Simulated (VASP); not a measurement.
Here is a VASP 6.6.1 calculation.

File INCAR:

```
PREC = Accurate
ENCUT = 520
EDIFF = 1E-6
ISMEAR = -1
SIGMA = 0.01
LREAL = False
LASPH = True
NELM = 60
ALGO = Normal
ISIF = 2
LWAVE = False
LCHARG = False
GGA = PE
NBANDS = 12
```

The input KPOINTS:

```
Automatic mesh
0
Gamma
  13 13 13
```

The input POSCAR:

```
Au
1.0
    0.0000000000      2.0782552709      2.0782552709
    2.0782552709      0.0000000000      2.0782552709
    2.0782552709      2.0782552709      0.0000000000
Au
1
Direct
    0.0000000000      0.0000000000      0.0000000000
```

Potentials or basis: VASP PAW PBE potentials, release 64 (Au).

Command:

```sh
$ cat potpaw_PBE.64/Au/POTCAR > POTCAR
$ mpirun -np 1 vasp_std > vasp.out
```

Question: Estimate the pressure.

Answer: -0.4 GPa.
